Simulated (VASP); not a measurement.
# VH2 (Fm-3m) in VASP: relaxation of cell and atoms with PBEsol

Aim: the relaxation of cell and atoms of VH2 with PBEsol.

Everything below comes from runs of VASP 6.6.1. Logs are shortened: lines on timing, memory, paths and dates and some standing lists are left out, and cuts for length are marked.

### 1 The cell of the first run

Symmetry: Fm-3m, No. 225, cubic system. Conventional cell: a = 4.164 Å, b = 4.164 Å, c = 4.164 Å, α = 90.00°, β = 90.00°, γ = 90.00°. V (site symmetry m-3m) has 8 H at 1.80 Å within 2.4 Å. H (site symmetry -43m) has 4 V at 1.80 Å and 6 H at 2.08 Å within 2.4 Å.

### 2 Relaxation of cell and atoms, PBEsol

INCAR reads:

```
PREC = Accurate ; ENCUT = 600
EDIFF = 1E-6 ; ISMEAR = -1
SIGMA = 0.15 ; LREAL = False
LASPH = True ; NELM = 100
ALGO = Normal ; ISIF = 3
LWAVE = False ; LCHARG = False
GGA = PS ; IBRION = 2
NSW = 80 ; EDIFFG = -0.001
```

KPOINTS reads:

```
regular mesh
0
Gamma
  18 18 18
```

POSCAR reads:

```
VH2
1.0
    0.0000000000      2.0820882353      2.0820882353
    2.0820882353      0.0000000000      2.0820882353
    2.0820882353      2.0820882353      0.0000000000
V H
1 2
Direct
    0.0000000000      0.0000000000      0.0000000000
    0.2500000000      0.2500000000      0.2500000000
    0.7500000000      0.7500000000      0.7500000000
```

Potentials or basis: VASP PAW PBE potentials, release 64 (V_sv, H).

Command:

```
> cat potpaw_PBE.64/V_sv/POTCAR potpaw_PBE.64/H/POTCAR > POTCAR
> mpirun -np 1 vasp_std > vasp.out
```

OUTCAR:

```text
PREC = Accurate
   ENCUT = 600
   EDIFF = 1E-6
   ISMEAR = -1
   LREAL = False
   LASPH = True
   NELM = 100
   ISIF = 3
   GGA = PS
   IBRION = 2
   NSW = 80
   EDIFFG = -0.001

 ion  position               nearest neighbor table
   1  0.000  0.000  0.000-   3 1.80   3 1.80   3 1.80   2 1.80   2 1.80   2 1.80   3 1.80   2 1.80

   2  0.250  0.250  0.250-   1 1.80   1 1.80   1 1.80   1 1.80
   3  0.750  0.750  0.750-   1 1.80   1 1.80   1 1.80   1 1.80

  LATTYP: Found a face centered cubic cell.
 ALAT       =     4.1641764706

  Lattice vectors:

 A1 = (   0.0000000000,   2.0820882353,   2.0820882353)
 A2 = (   2.0820882353,   0.0000000000,   2.0820882353)
 A3 = (   2.0820882353,   2.0820882353,   0.0000000000)

Analysis of symmetry for initial positions (statically):
=====================================================================
 Subroutine PRICEL returns:
 Original cell was already a primitive cell.

 Routine SETGRP: Setting up the symmetry group for a
 face centered cubic supercell.

 Subroutine GETGRP returns: Found 48 space group operations
 (whereof 48 operations were pure point group operations)
 out of a pool of 48 trial point group operations.

The static configuration has the point symmetry O_h .

Analysis of symmetry for dynamics (positions and initial velocities):
=====================================================================
 Subroutine PRICEL returns:
 Original cell was already a primitive cell.

 Routine SETGRP: Setting up the symmetry group for a
 face centered cubic supercell.

 Subroutine GETGRP returns: Found 48 space group operations
 (whereof 48 operations were pure point group operations)
 out of a pool of 48 trial point group operations.

The dynamic configuration has the point symmetry O_h .

 Subroutine INISYM returns: Found 48 space group operations
 (whereof 48 operations are pure point group operations),
 and found     1 'primitive' translations

----------------------------------------------------------------------------------------

                                     Primitive cell

  volume of cell :      18.0521

  direct lattice vectors                    reciprocal lattice vectors
     0.000000000  2.082088235  2.082088235    -0.240143521  0.240143521  0.240143521
     2.082088235  0.000000000  2.082088235     0.240143521 -0.240143521  0.240143521
     2.082088235  2.082088235  0.000000000     0.240143521  0.240143521 -0.240143521

  length of vectors
     2.944517420  2.944517420  2.944517420     0.415940780  0.415940780  0.415940780

  position of ions in fractional coordinates (direct lattice)
     0.000000000  0.000000000  0.000000000
     0.250000000  0.250000000  0.250000000
     0.750000000  0.750000000  0.750000000

  ion indices of the primitive-cell ions
   primitive index   ion index
                 1           1
                 2           2
                 3           3

----------------------------------------------------------------------------------------

 KPOINTS: regular mesh

Automatic generation of k-mesh.
 Grid dimensions read from file:
 generate k-points for:   18   18   18

 Generating k-lattice:

  Cartesian coordinates                     Fractional coordinates (reciprocal lattice)
    -0.013341307  0.013341307  0.013341307     0.055555556  0.000000000  0.000000000
     0.013341307 -0.013341307  0.013341307     0.000000000  0.055555556  0.000000000
     0.013341307  0.013341307 -0.013341307     0.000000000  0.000000000  0.055555556

  Length of vectors
     0.023107821  0.023107821  0.023107821

  Shift w.r.t. Gamma in fractional coordinates (k-lattice)
     0.000000000  0.000000000  0.000000000

 Subroutine IBZKPT returns following result:
 ===========================================

 Found    195 irreducible k-points:

 Following reciprocal coordinates:
            Coordinates               Weight
  0.000000  0.000000  0.000000      1.000000
  0.055556  0.000000  0.000000      8.000000
  0.111111  0.000000  0.000000      8.000000
  0.166667  0.000000  0.000000      8.000000
  0.222222  0.000000  0.000000      8.000000
  0.277778  0.000000  0.000000      8.000000
[... 16 lines left out ...]
 -0.277778  0.055556  0.000000     24.000000
 -0.222222  0.055556  0.000000     24.000000
 [... further k-points ...]
   k-points           NKPTS =    195   k-points in BZ     NKDIM =    195   number of bands    NBANDS=     11
   number of dos      NEDOS =    301   number of ions     NIONS =      3
   total plane-waves  NPLWV =  13824
   dimension x,y,z NGX =    24 NGY =   24 NGZ =   24
   dimension x,y,z NGXF=    48 NGYF=   48 NGZF=   48
   ions per type =               1   2
   NGX,Y,Z   is equivalent  to a cutoff of  13.55, 13.55, 13.55 a.u.
   NGXF,Y,Z  is equivalent  to a cutoff of  27.10, 27.10, 27.10 a.u.
 SYSTEM =  unknown system
   PREC   = accura    normal or accurate (medium, high low for compatibility)
   ISTART =      0    job   : 0-new  1-cont  2-samecut
   ICHARG =      2    charge: 1-file 2-atom 10-const
   ISPIN  =      1    spin polarized calculation?
   LNONCOLLINEAR =      F non collinear calculations
   LSORBIT =      F    spin-orbit coupling
   LASPH  =      T    aspherical Exc in radial PAW
   ENCUT  =  600.0 eV  44.10 Ry    6.64 a.u.   5.88  5.88  5.88*2*pi/ulx,y,z
   NELM   =    100;   NELMIN=  2; NELMDL= -5     # of ELM steps
   EDIFF  = 0.1E-05   stopping-criterion for ELM
   LREAL  =      F    real-space projection
   EDIFFG = -.1E-02   stopping-criterion for IOM
   NSW    =     80    number of steps for IOM
   IBRION =      2    ionic relax: 0-MD 1-quasi-New 2-CG
   NFREE  =      1    steps in history (QN), initial steepest desc. (CG)
   ISIF   =      3    stress and relaxation
   ISYM   =      2    0-nonsym 1-usesym 2-fastsym
   POTIM  = 0.5000    time-step for ionic-motion
   TEBEG  =    0.0;   TEEND  =   0.0 temperature during run
   PSTRESS=    0.0 pullay stress
   NELECT =      15.0000    total number of electrons
   NUPDOWN=      -1.0000    fix difference up-down
   EMIN   =  10.00;   EMAX   =-10.00  energy-range for DOS
   EFERMI =   0.00;   METHOD = LEGACY
   ISMEAR =    -1;   SIGMA  =   0.15  broadening in eV -4-tet -1-fermi 0-gaus
   EFERMI_NEDOS =   21; number of points for ismear=-14 and -15
   IALGO  =     38    algorithm
   IMIX   =      4    mixing-type and parameters
     AMIX     =   0.40;   BMIX     =  1.00
     AMIX_MAG =   1.60;   BMIX_MAG =  1.00
  volume/ion in A,a.u.               =       6.02        40.61
  Fermi-wavevector in a.u.,A,eV,Ry     =   1.539086  2.908450 32.229272  2.368785
  Thomas-Fermi vector in A             =   2.645363
   LORBIT       =      0    0 simple, 1 ext, 2 COOP (PROOUT), +10 PAW based schemes
   GGA     = PS    functional components
   LHFCALC =     F    Hartree Fock is set to
   AEXX    =    0.0000 exact exchange contribution
   IVDW    =     0    specifies the selected vdW correction
   LEPSILON=     F    determine dielectric tensor
   LRPA    =     F    only Hartree local field effects (RPA)
 conjugate gradient relaxation of ions
 non-spin polarized calculation
  energy-cutoff  :      600.00
  volume of cell :       18.05
 maximum number of plane-waves:       620
   NGX = 11   NGY = 11   NGZ = 11

--------------------------------------- Ionic step        1  -------------------------------------------

 number of electron      14.9999997 magnetization

 Free energy of the ion-electron system (eV)
  ---------------------------------------------------
  ext. energy  EPLUGINS =         0.00000000
  ---------------------------------------------------
  free energy    TOTEN  =       -17.13507844 eV

  energy without entropy =      -17.02756675  energy(sigma->0) =      -17.08132260

------------------------ aborting loop because EDIFF is reached ----------------------------------------

  FORCE on cell =-STRESS in cart. coord.  units (eV):
  Direction    XX          YY          ZZ          XY          YZ          ZX
  --------------------------------------------------------------------------------------
  -------------------------------------------------------------------------------------
  Total        0.0780068      0.0780068      0.0780068      0.0000000      0.0000000      0.0000000
  in kB        6.9233395      6.9233395      6.9233395      0.0000000      0.0000000      0.0000000
  external PRESSURE =       6.9233395 kB  Pullay stress =       0.0000000 kB

 VOLUME and BASIS-vectors are now :
 -----------------------------------------------------------------------------
  energy-cutoff  :      600.00
  volume of cell :       18.05
      direct lattice vectors                 reciprocal lattice vectors
     0.000000000  2.082088235  2.082088235    -0.240143521  0.240143521  0.240143521
     2.082088235  0.000000000  2.082088235     0.240143521 -0.240143521  0.240143521
     2.082088235  2.082088235  0.000000000     0.240143521  0.240143521 -0.240143521
[... 112 lines left out ...]
 POSITION                                       TOTAL-FORCE (eV/Angst)
 -----------------------------------------------------------------------------------
      0.00000      0.00000      0.00000        -0.000000     -0.000000     -0.000000
      1.04265      1.04265      1.04265        -0.000000     -0.000000     -0.000000
      3.12795      3.12795      3.12795         0.000000      0.000000      0.000000
 -----------------------------------------------------------------------------------
    total drift:                               -0.000000      0.000000      0.000000

  FREE ENERGIE OF THE ION-ELECTRON SYSTEM (eV)
  ---------------------------------------------------
  free  energy   TOTEN  =       -17.1352811190 eV

  energy  without entropy=      -17.0270242670  energy(sigma->0) =      -17.08115269

--------------------------------------- Ionic step        5  -------------------------------------------

 number of electron      14.9999996 magnetization

 Free energy of the ion-electron system (eV)
  ---------------------------------------------------
  ext. energy  EPLUGINS =         0.00000000
  ---------------------------------------------------
  free energy    TOTEN  =       -17.13528164 eV

  energy without entropy =      -17.02706836  energy(sigma->0) =      -17.08117500

 E-fermi :   8.7041     XC(G=0): -12.6478

 val. band max:        8.6957112627   @ k =   0.2778   0.2222   0.0000
 cond. band min:       8.7180691431   @ k =  -0.2778   0.2222   0.0000
 fundamental gap:      0.0223578805
 Fermi energy:         8.7040745538

 k-point     1 :       0.0000    0.0000    0.0000
  band No.  band energies     occupation
      1     -55.5337      2.00000
      2     -29.3059      2.00000
      3     -29.3059      2.00000
      4     -29.3059      2.00000
      5      -3.0084      2.00000
      6       7.6985      1.99755
      7       7.6985      1.99755
      8       7.6985      1.99755
      9       9.5539      0.00690
     10       9.5539      0.00690
     11      10.0694      0.00022

 k-point     2 :       0.0556    0.0000    0.0000
  band No.  band energies     occupation
      1     -55.5317      2.00000
      2     -29.3192      2.00000
      3     -29.3075      2.00000
      4     -29.3075      2.00000
      5      -2.9218      2.00000
      6       7.2624      1.99987
      7       7.7325      1.99693
      8       7.7325      1.99693
      9       9.5336      0.00790
     10       9.5336      0.00790
     11      10.5575      0.00001
[... 295 lines left out ...]
 k-point    24 :      -0.2222    0.0556    0.0000
  band No.  band energies     occupation
      1     -55.5013      2.00000
      2     -29.5130      2.00000
      3     -29.3450      2.00000
      4     -29.3276      2.00000
      5      -1.4617      2.00000
      6       4.5414      2.00000
      7       8.0035      1.98144
      8       8.1018      1.96455
      9       9.3187      0.03268
     10       9.7167      0.00234
     11      13.7273      0.00000

 [... further k-points ...]

------------------------ aborting loop because EDIFF is reached ----------------------------------------

  FORCE on cell =-STRESS in cart. coord.  units (eV):
  Direction    XX          YY          ZZ          XY          YZ          ZX
  --------------------------------------------------------------------------------------
  -------------------------------------------------------------------------------------
  Total        0.0006713      0.0006713      0.0006713      0.0000000      0.0000000     -0.0000000
  in kB        0.0593190      0.0593190      0.0593190      0.0000000      0.0000000     -0.0000000
  external PRESSURE =       0.0593190 kB  Pullay stress =       0.0000000 kB

 VOLUME and BASIS-vectors are now :
 -----------------------------------------------------------------------------
  energy-cutoff  :      600.00
  volume of cell :       18.13
      direct lattice vectors                 reciprocal lattice vectors
     0.000000000  2.085117030  2.085117030    -0.239794694  0.239794694  0.239794694
     2.085117030 -0.000000000  2.085117030     0.239794694 -0.239794694  0.239794694
     2.085117030  2.085117030  0.000000000     0.239794694  0.239794694 -0.239794694

 POSITION                                       TOTAL-FORCE (eV/Angst)
 -----------------------------------------------------------------------------------
      0.00000      0.00000      0.00000         0.000000      0.000000      0.000000
      1.04256      1.04256      1.04256         0.000000      0.000000      0.000000
      3.12768      3.12768      3.12768        -0.000000     -0.000000     -0.000000
 -----------------------------------------------------------------------------------
    total drift:                               -0.000000      0.000000      0.000000

  FREE ENERGIE OF THE ION-ELECTRON SYSTEM (eV)
  ---------------------------------------------------
  free  energy   TOTEN  =       -17.1352816371 eV

  energy  without entropy=      -17.0270683588  energy(sigma->0) =      -17.08117500

 reached required accuracy - stopping structural energy minimisation
```

Run time: 31 s. Hardware: 1 thread of Intel Xeon 6975P-C (Granite Rapids), shared host; peak memory 0.18 GiB.

Results:

| Item | Value |
| --- | --- |
| Free energy | -17.1353 eV |
| Relaxed volume | 6.04 Å³/atom |
| Relaxed cell | a = 2.949 Å, b = 2.949 Å, c = 2.949 Å, α = 60.00°, β = 60.00°, γ = 60.00° |
| Space group after relaxing (to 0.1 Å) | Fm-3m (No. 225) |
| Energy gained by relaxing | 0.1 meV/atom |
| Ionic steps | 5 |
| Pressure after relaxing | 0.0 GPa |
| Band gap on the k mesh | zero (an odd number of electrons rules out a gap without spin polarisation) |

Step by step:
| step | energy change (eV) | largest force (eV/Å) | pressure (GPa) | volume (Å³) |
| --- | --- | --- | --- | --- |
| 1 | 0.0000 | 0.0000 | 0.69 | 18.05 |
| 2 | -0.0002 | 0.0000 | 0.21 | 18.12 |
| 3 | -0.0002 | 0.0000 | -0.08 | 18.14 |
| 4 | -0.0002 | 0.0000 | -0.04 | 18.14 |
| 5 | -0.0002 | 0.0000 | 0.01 | 18.13 |

Final structure:
```
V H
1.0
     0.00000    2.08512    2.08512
     2.08512    0.00000    2.08512
     2.08512    2.08512    0.00000
V H
1 2
Cartesian
  0.0000 0.0000 0.0000
  1.0426 1.0426 1.0426
  3.1277 3.1277 3.1277
```

Levels at points of the mesh, in eV from the Fermi level:
| k point | band 4 | band 5 | band 6 | band 7 | band 8 | band 9 | band 10 | band 11 |
| --- | --- | --- | --- | --- | --- | --- | --- | --- |
| (0.00, 0.00, 0.00) | -38.01 | -11.71 | -1.01 | -1.01 | -1.01 | 0.85 | 0.85 | 1.37 |
| (0.50, 0.00, 0.00) | -38.06 | -8.09 | -5.62 | -0.87 | -0.87 | 1.66 | 1.66 | 4.58 |
| (0.50, 0.50, 0.00) | -38.15 | -6.63 | -5.59 | -3.81 | 1.78 | 1.78 | 1.78 | 7.34 |

Caveat: the PAW data sets were made with another functional, which shifts forces and pressure a little; an odd number of electrons without spin polarisation forces a metal; a magnetic or distorted state may lie lower.

The gap in the log of VASP goes by the Fermi energy; the results here count the filled bands.